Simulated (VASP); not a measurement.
# AlNi3 (Pm-3m) in VASP: notebook

The runs below take AlNi3 through relaxation of cell and atoms, single point, with PBE+D3(BJ), RPBE+D3(BJ), RPBE+D4, RPBE.

Everything below comes from runs of VASP 6.6.1. Logs are shortened: lines on timing, memory, paths and dates and some standing lists are left out, and cuts for length are marked.

### Step 1. The cell of the first run

The structure is cubic, space group Pm-3m (No. 221). Conventional cell: a = 3.523 Å, b = 3.523 Å, c = 3.523 Å, α = 90.00°, β = 90.00°, γ = 90.00°. Ni (site symmetry 4/mmm) has 8 Ni at 2.49 Å and 4 Al at 2.49 Å within 3.3 Å. Within 3.3 Å of Al (site symmetry m-3m) lie 12 Ni at 2.49 Å.

### Step 2. Relaxation of cell and atoms, PBE+D3(BJ), collinear spin, ferromagnetic start

The input, INCAR:

```
PREC = Accurate
ENCUT = 600
EDIFF = 1E-6
ISMEAR = -1
SIGMA = 0.05
LREAL = F
LASPH = T
NELM = 150
ALGO = Normal
ISIF = 3
LWAVE = F
LCHARG = F
ISPIN = 2
MAGMOM = 1 1 1 0
LORBIT = 11
LMAXMIX = 4
GGA = PE
IVDW = 12
IBRION = 2
NSW = 60
EDIFFG = -0.01
```

The input, KPOINTS:

```
Automatic mesh
0
Gamma
  8 8 8
```

The input, POSCAR:

```
AlNi3
1.0
    3.5230547267      0.0000000000      0.0000000000
    0.0000000000      3.5230547267      0.0000000000
    0.0000000000      0.0000000000      3.5230547267
Ni Al
3 1
Direct
    0.5000000000      0.5000000000      0.0000000000
    0.5000000000      0.0000000000      0.5000000000
    0.0000000000      0.5000000000      0.5000000000
    0.0000000000      0.0000000000      0.0000000000
```

Potentials or basis: VASP PAW PBE potentials, release 64 (Ni, Al).

Command:

```console
> cat potpaw_PBE.64/Ni/POTCAR potpaw_PBE.64/Al/POTCAR > POTCAR
> mpirun -np 1 vasp_std > vasp.out
```

OUTCAR:

```text
PREC = Accurate
   ENCUT = 600
   EDIFF = 1E-6
   ISMEAR = -1
   LREAL = F
   LASPH = T
   NELM = 150
   ISIF = 3
   ISPIN = 2
   LORBIT = 11
   GGA = PE
   IVDW = 12
   IBRION = 2
   NSW = 60
   EDIFFG = -0.01
 IVDW          = 12

 ion  position               nearest neighbor table
   1  0.500  0.500  0.000-   2 2.49   3 2.49   4 2.49   2 2.49   3 2.49   2 2.49   4 2.49   2 2.49
                             3 2.49   4 2.49   3 2.49   4 2.49
   2  0.500  0.000  0.500-   1 2.49   3 2.49   4 2.49   1 2.49   4 2.49   1 2.49   3 2.49   1 2.49
                             3 2.49   4 2.49   4 2.49   3 2.49
   3  0.000  0.500  0.500-   1 2.49   2 2.49   4 2.49   1 2.49   4 2.49   2 2.49   4 2.49   4 2.49
                             1 2.49   2 2.49   1 2.49   2 2.49
   4  0.000  0.000  0.000-   1 2.49   2 2.49   3 2.49   2 2.49   3 2.49   1 2.49   3 2.49   3 2.49
                             1 2.49   2 2.49   2 2.49   1 2.49

  LATTYP: Found a simple cubic cell.
 ALAT       =     3.5230547267

  Lattice vectors:

 A1 = (   3.5230547267,   0.0000000000,   0.0000000000)
 A2 = (   0.0000000000,   3.5230547267,   0.0000000000)
 A3 = (   0.0000000000,   0.0000000000,   3.5230547267)

Analysis of symmetry for initial positions (statically):
=====================================================================
 Subroutine PRICEL returns:
 Original cell was already a primitive cell.

 Routine SETGRP: Setting up the symmetry group for a
 simple cubic supercell.

 Subroutine GETGRP returns: Found 48 space group operations
 (whereof 48 operations were pure point group operations)
 out of a pool of 48 trial point group operations.

The static configuration has the point symmetry O_h .

Analysis of symmetry for dynamics (positions and initial velocities):
=====================================================================
 Subroutine PRICEL returns:
 Original cell was already a primitive cell.

 Routine SETGRP: Setting up the symmetry group for a
 simple cubic supercell.

 Subroutine GETGRP returns: Found 48 space group operations
 (whereof 48 operations were pure point group operations)
 out of a pool of 48 trial point group operations.

The dynamic configuration has the point symmetry O_h .

Analysis of structural, dynamic, and magnetic symmetry:
=====================================================================
 Subroutine PRICEL returns:
 Original cell was already a primitive cell.

 Routine SETGRP: Setting up the symmetry group for a
 simple cubic supercell.

 Subroutine GETGRP returns: Found 48 space group operations
 (whereof 48 operations were pure point group operations)
 out of a pool of 48 trial point group operations.

The overall configuration has the point symmetry O_h .

 Subroutine INISYM returns: Found 48 space group operations
 (whereof 48 operations are pure point group operations),
 and found     1 'primitive' translations

----------------------------------------------------------------------------------------

                                     Primitive cell

  volume of cell :      43.7279

  direct lattice vectors                    reciprocal lattice vectors
     3.523054727  0.000000000  0.000000000     0.283844583  0.000000000  0.000000000
     0.000000000  3.523054727  0.000000000     0.000000000  0.283844583  0.000000000
     0.000000000  0.000000000  3.523054727     0.000000000  0.000000000  0.283844583

  length of vectors
     3.523054727  3.523054727  3.523054727     0.283844583  0.283844583  0.283844583

  position of ions in fractional coordinates (direct lattice)
     0.500000000  0.500000000  0.000000000
     0.500000000  0.000000000  0.500000000
     0.000000000  0.500000000  0.500000000
     0.000000000  0.000000000  0.000000000

  ion indices of the primitive-cell ions
   primitive index   ion index
                 1           1
                 2           2
                 3           3
                 4           4

----------------------------------------------------------------------------------------

 KPOINTS: Automatic mesh

Automatic generation of k-mesh.
 Grid dimensions read from file:
 generate k-points for:    8    8    8

 Generating k-lattice:

  Cartesian coordinates                     Fractional coordinates (reciprocal lattice)
     0.035480573  0.000000000  0.000000000     0.125000000  0.000000000  0.000000000
     0.000000000  0.035480573  0.000000000     0.000000000  0.125000000  0.000000000
     0.000000000  0.000000000  0.035480573     0.000000000  0.000000000  0.125000000

  Length of vectors
     0.035480573  0.035480573  0.035480573

  Shift w.r.t. Gamma in fractional coordinates (k-lattice)
     0.000000000  0.000000000  0.000000000

 Subroutine IBZKPT returns following result:
 ===========================================

 Found     35 irreducible k-points:

 Following reciprocal coordinates:
            Coordinates               Weight
  0.000000  0.000000  0.000000      1.000000
  0.125000  0.000000  0.000000      6.000000
  0.250000  0.000000  0.000000      6.000000
  0.375000  0.000000  0.000000      6.000000
  0.500000  0.000000  0.000000      3.000000
  0.125000  0.125000  0.000000     12.000000
[... 16 lines left out ...]
  0.375000  0.375000  0.125000     24.000000
  0.500000  0.375000  0.125000     24.000000
 [... further k-points ...]
   k-points           NKPTS =     35   k-points in BZ     NKDIM =     35   number of bands    NBANDS=     22
   number of dos      NEDOS =    301   number of ions     NIONS =      4
   total plane-waves  NPLWV =  21952
   dimension x,y,z NGX =    28 NGY =   28 NGZ =   28
   dimension x,y,z NGXF=    56 NGYF=   56 NGZF=   56
   ions per type =               3   1
   NGX,Y,Z   is equivalent  to a cutoff of  13.21, 13.21, 13.21 a.u.
   NGXF,Y,Z  is equivalent  to a cutoff of  26.43, 26.43, 26.43 a.u.
 SYSTEM =  unknown system
   PREC   = accura    normal or accurate (medium, high low for compatibility)
   ISTART =      0    job   : 0-new  1-cont  2-samecut
   ICHARG =      2    charge: 1-file 2-atom 10-const
   ISPIN  =      2    spin polarized calculation?
   LNONCOLLINEAR =      F non collinear calculations
   LSORBIT =      F    spin-orbit coupling
   LASPH  =      T    aspherical Exc in radial PAW
   ENCUT  =  600.0 eV  44.10 Ry    6.64 a.u.   7.04  7.04  7.04*2*pi/ulx,y,z
   NELM   =    150;   NELMIN=  2; NELMDL= -5     # of ELM steps
   EDIFF  = 0.1E-05   stopping-criterion for ELM
   LREAL  =      F    real-space projection
   EDIFFG = -.1E-01   stopping-criterion for IOM
   NSW    =     60    number of steps for IOM
   IBRION =      2    ionic relax: 0-MD 1-quasi-New 2-CG
   NFREE  =      1    steps in history (QN), initial steepest desc. (CG)
   ISIF   =      3    stress and relaxation
   ISYM   =      2    0-nonsym 1-usesym 2-fastsym
   POTIM  = 0.5000    time-step for ionic-motion
   TEBEG  =    0.0;   TEEND  =   0.0 temperature during run
   PSTRESS=    0.0 pullay stress
   NELECT =      33.0000    total number of electrons
   NUPDOWN=      -1.0000    fix difference up-down
   EMIN   =  10.00;   EMAX   =-10.00  energy-range for DOS
   EFERMI =   0.00;   METHOD = LEGACY
   ISMEAR =    -1;   SIGMA  =   0.05  broadening in eV -4-tet -1-fermi 0-gaus
   EFERMI_NEDOS =   21; number of points for ismear=-14 and -15
   IALGO  =     38    algorithm
   IMIX   =      4    mixing-type and parameters
     AMIX     =   0.40;   BMIX     =  1.00
     AMIX_MAG =   1.60;   BMIX_MAG =  1.00
  volume/ion in A,a.u.               =      10.93        73.77
  Fermi-wavevector in a.u.,A,eV,Ry     =   1.490482  2.816603 30.225843  2.221537
  Thomas-Fermi vector in A             =   2.603258
   LORBIT       =     11    0 simple, 1 ext, 2 COOP (PROOUT), +10 PAW based schemes
   GGA     = PE    functional components
   LHFCALC =     F    Hartree Fock is set to
   AEXX    =    0.0000 exact exchange contribution
   IVDW    =    12    specifies the selected vdW correction
   LEPSILON=     F    determine dielectric tensor
   LRPA    =     F    only Hartree local field effects (RPA)
 conjugate gradient relaxation of ions
 spin polarized calculation
  energy-cutoff  :      600.00
  volume of cell :       43.73
 maximum number of plane-waves:      1492
   NGX = 15   NGY = 15   NGZ = 15

 number of electron      32.9999980 magnetization       0.6678362

 Free energy of the ion-electron system (eV)
  ---------------------------------------------------
  ext. energy  EPLUGINS =         0.00000000
  ---------------------------------------------------
  free energy    TOTEN  =       -21.87126341 eV

  energy without entropy =      -21.84129433  energy(sigma->0) =      -21.85627887

 E-fermi :   9.9302     XC(G=0): -12.8538

 val. band max:        9.9282361601   @ k =   0.5000   0.5000   0.3750
 cond. band min:       9.9305710885   @ k =   0.2500   0.1250   0.1250
 fundamental gap:      0.0023349284
 Fermi energy:         9.9302207653

 spin component 1

 k-point     1 :       0.0000    0.0000    0.0000
  band No.  band energies     occupation
      1      -0.2370      1.00000
      2       5.4567      1.00000
      3       6.1449      1.00000
      4       6.1449      1.00000
      5       6.5142      1.00000
      6       6.5142      1.00000
[... 14 lines left out ...]
     21      16.6587      0.00000
     22      17.5076      0.00000

 k-point     2 :       0.1250    0.0000    0.0000
  band No.  band energies     occupation
      1      -0.0421      1.00000
      2       5.5107      1.00000
      3       6.0317      1.00000
      4       6.2679      1.00000
      5       6.5470      1.00000
      6       6.5470      1.00000
[... 14 lines left out ...]
     21      17.0954      0.00000
     22      18.2729      0.00000
[... 523 lines left out ...]
     21      17.3878      0.00000
     22      17.6189      0.00000

 k-point    24 :       0.5000    0.3750    0.1250
  band No.  band energies     occupation
      1       3.7116      1.00000
      2       4.5844      1.00000
      3       5.4784      1.00000
      4       6.5958      1.00000
      5       6.8398      1.00000
      6       7.1827      1.00000
[... 14 lines left out ...]
     21      16.3759      0.00000
     22      18.1802      0.00000

 [... further k-points ...]

 spin component 2

 k-point     1 :       0.0000    0.0000    0.0000
  band No.  band energies     occupation
      1      -0.2629      1.00000
      2       5.5315      1.00000
      3       6.2874      1.00000
      4       6.2874      1.00000
      5       6.7803      1.00000
      6       6.7803      1.00000
[... 14 lines left out ...]
     21      16.7444      0.00000
     22      17.5530      0.00000

 k-point     2 :       0.1250    0.0000    0.0000
  band No.  band energies     occupation
      1      -0.0680      1.00000
      2       5.5829      1.00000
      3       6.1576      1.00000
      4       6.4133      1.00000
      5       6.8054      1.00000
      6       6.8054      1.00000
[... 14 lines left out ...]
     21      17.1586      0.00000
     22      18.3113      0.00000
[... 523 lines left out ...]
     21      17.4503      0.00000
     22      17.6603      0.00000

 k-point    24 :       0.5000    0.3750    0.1250
  band No.  band energies     occupation
      1       3.6993      1.00000
      2       4.6058      1.00000
      3       5.5476      1.00000
      4       6.7153      1.00000
      5       6.9411      1.00000
      6       7.3979      1.00000
[... 14 lines left out ...]
     21      16.4581      0.00000
     22      18.2173      0.00000

 [... further k-points ...]

------------------------ aborting loop because EDIFF is reached ----------------------------------------

 Edisp (eV)   -1.89100

 E8    (eV) :    -0.8262

  FORCE on cell =-STRESS in cart. coord.  units (eV):
  Direction    XX          YY          ZZ          XY          YZ          ZX
  --------------------------------------------------------------------------------------
  -------------------------------------------------------------------------------------
  Total       0.02005     0.02005     0.02005     0.00000     0.00000    -0.00000
  in kB       0.73448     0.73448     0.73448     0.00000     0.00000    -0.00000
  external pressure =        0.73 kB  Pullay stress =        0.00 kB

 VOLUME and BASIS-vectors are now :
 -----------------------------------------------------------------------------
  energy-cutoff  :      600.00
  volume of cell :       43.73
      direct lattice vectors                 reciprocal lattice vectors
     3.523054727  0.000000000  0.000000000     0.283844583  0.000000000  0.000000000
     0.000000000  3.523054727  0.000000000     0.000000000  0.283844583  0.000000000
     0.000000000  0.000000000  3.523054727     0.000000000  0.000000000  0.283844583

 POSITION                                       TOTAL-FORCE (eV/Angst)
 -----------------------------------------------------------------------------------
      1.76153      1.76153      0.00000         0.000000      0.000000      0.000000
      1.76153      0.00000      1.76153         0.000000      0.000000      0.000000
      0.00000      1.76153      1.76153         0.000000      0.000000      0.000000
      0.00000      0.00000      0.00000         0.000000      0.000000      0.000000
 -----------------------------------------------------------------------------------
    total drift:                                0.000000      0.000000      0.000000

  FREE ENERGIE OF THE ION-ELECTRON SYSTEM (eV)
  ---------------------------------------------------
  free  energy   TOTEN  =       -23.7622681552 eV

  energy  without entropy=      -23.7322990714  energy(sigma->0) =      -23.74728361

 reached required accuracy - stopping structural energy minimisation

 total charge

# of ion       s       p       d       tot
------------------------------------------
    1        0.507   0.545   8.396   9.448
    2        0.507   0.545   8.396   9.448
    3        0.507   0.545   8.396   9.448
    4        0.412   0.405   0.000   0.818
--------------------------------------------------
tot          1.933   2.041  25.188  29.162

 magnetization (x)

# of ion       s       p       d       tot
------------------------------------------
    1       -0.003  -0.009   0.248   0.237
    2       -0.003  -0.009   0.248   0.237
    3       -0.003  -0.009   0.248   0.237
    4       -0.001  -0.007   0.000  -0.008
--------------------------------------------------
tot         -0.009  -0.033   0.744   0.702
```

Run time: 77 s. Hardware: 1 thread of Intel Xeon 8259CL, shared host; peak memory 0.22 GiB.

What came out:

- Free energy: -23.7623 eV
- Pressure after relaxing: 0.1 GPa
- Net moment: 0.67 μB per cell
- Site moments: Ni +0.24; Al -0.01 μB
- Valence electrons inside the program's atomic spheres: Ni 9.45; Al 0.82
- Dispersion energy per atom: -0.473 eV

Final structure:
```
Ni Al
1.0
     3.52305    0.00000    0.00000
     0.00000    3.52305    0.00000
     0.00000    0.00000    3.52305
Ni Al
3 1
Direct
  0.50000 0.50000 0.00000
  0.50000 0.00000 0.50000
  0.00000 0.50000 0.50000
  0.00000 0.00000 0.00000
```

Levels at points of the mesh, in eV from the Fermi level:
Spin up:
| k point | band 13 | band 14 | band 15 | band 16 | band 17 | band 18 | band 19 | band 20 | band 21 | band 22 |
| --- | --- | --- | --- | --- | --- | --- | --- | --- | --- | --- |
| (0.00, 0.00, 0.00) | -0.25 | -0.06 | -0.06 | -0.06 | 0.88 | 0.88 | 0.88 | 6.73 | 6.73 | 7.58 |
| (0.50, 0.00, 0.00) | -1.25 | -1.20 | -1.07 | -0.51 | -0.05 | 5.65 | 5.65 | 5.69 | 5.69 | 6.55 |
| (0.50, 0.50, 0.00) | -1.34 | -1.22 | -1.00 | -0.98 | -0.59 | 0.89 | 0.89 | 8.32 | 8.32 | 8.37 |
| (0.50, 0.50, 0.50) | -1.33 | -1.09 | -1.09 | -0.24 | -0.24 | -0.24 | -0.21 | 3.57 | 4.18 | 4.18 |
Spin down:
```tsv
k point	band 14	band 15	band 16	band 17	band 18	band 19
(0.00, 0.00, 0.00)	0.35	0.35	0.35	0.85	0.85	0.85
(0.50, 0.00, 0.00)	-0.96	-0.85	-0.33	0.35	5.70	5.70
(0.50, 0.50, 0.00)	-1.12	-0.81	-0.61	-0.46	1.16	1.16
(0.50, 0.50, 0.50)	-0.92	-0.92	-0.23	0.11	0.11	0.11
```

Caveat: the relaxation stopped at its first step, so nothing moved.

### Step 3. Single point, RPBE+D3(BJ), collinear spin, ferromagnetic start

This run uses another cell than the first one, of 9.86 Å³/atom.

The input, INCAR:

```
PREC     = Accurate       # precision mode
ENCUT    = 520            # plane-wave cutoff, eV
EDIFF    = 1E-6           # SCF threshold, eV
ISMEAR   = -1             # smearing method
SIGMA    = 0.05           # smearing width, eV
LREAL    = F              # projectors in reciprocal space
LASPH    = T              # aspherical terms in the spheres
NELM     = 150            # most SCF steps
ALGO     = Normal         # electronic algorithm
ISIF     = 2              # what is computed and relaxed
LWAVE    = F              # write WAVECAR
LCHARG   = F              # write CHGCAR
ISPIN    = 2              # spin polarisation
MAGMOM   = 1 1 1 0        # initial moments
LORBIT   = 11             # projections on sites
LMAXMIX  = 4              # l up to which the mixer works
GGA      = RP             # functional
IVDW     = 12             # dispersion correction
NBANDS   = 28             # bands
```

The input, KPOINTS:

```
regular mesh
0
Gamma
  6 6 6
```

The input, POSCAR:

```
AlNi3
1.0
    3.4039927234      0.0000000000      0.0000000000
    0.0000000000      3.4039927234      0.0000000000
    0.0000000000      0.0000000000      3.4039927234
Ni Al
3 1
Direct
    0.5000000000      0.5000000000      0.0000000000
    0.5000000000      0.0000000000      0.5000000000
    0.0000000000      0.5000000000      0.5000000000
    0.0000000000      0.0000000000      0.0000000000
```

Potentials or basis: VASP PAW PBE potentials, release 64 (Ni, Al).

Command:

```console
> cat potpaw_PBE.64/Ni/POTCAR potpaw_PBE.64/Al/POTCAR > POTCAR
> mpirun -np 1 vasp_std > vasp.out
```

It took 42 s on 1 thread of Intel Xeon Platinum 8488C (Sapphire Rapids), shared host; peak memory 0.19 GiB.

The run converged. Its results:

| Item | Value |
| --- | --- |
| Free energy | -29.8268 eV |
| Pressure | -0.1 GPa |
| Net moment | 0.63 μB per cell |
| Site moments | Ni +0.22; Al -0.01 μB |
| Valence electrons inside the program's atomic spheres | Ni 9.66; Al 0.89 |
| Dispersion energy per atom | -2.635 eV |

Levels at points of the mesh, in eV from the Fermi level:
Spin up:
| k point | band 15 | band 16 | band 17 | band 18 | band 19 | band 20 |
| --- | --- | --- | --- | --- | --- | --- |
| (0.00, 0.00, 0.00) | 0.00 | 0.00 | 0.92 | 0.92 | 0.92 | 7.33 |
| (0.50, 0.00, 0.00) | -1.19 | -0.56 | 0.00 | 6.05 | 6.05 | 6.24 |
| (0.50, 0.50, 0.00) | -1.10 | -1.10 | -0.66 | 1.08 | 1.08 | 8.83 |
| (0.50, 0.50, 0.50) | -1.23 | -0.38 | -0.22 | -0.22 | -0.22 | 4.35 |
Spin down:
| k point | band 14 | band 15 | band 16 | band 17 | band 18 | band 19 |
| --- | --- | --- | --- | --- | --- | --- |
| (0.00, 0.00, 0.00) | 0.40 | 0.40 | 0.40 | 0.89 | 0.89 | 0.89 |
| (0.50, 0.00, 0.00) | -1.12 | -0.99 | -0.39 | 0.40 | 6.10 | 6.10 |
| (0.50, 0.50, 0.00) | -1.29 | -0.94 | -0.73 | -0.55 | 1.34 | 1.34 |
| (0.50, 0.50, 0.50) | -1.07 | -1.07 | -0.40 | 0.12 | 0.12 | 0.12 |

Caveat: the dispersion term is far too large for a dense solid, which distorts pressure and volume; the PAW data sets were made with another functional, which shifts forces and pressure a little.

(Continued in part 2 of 2.)
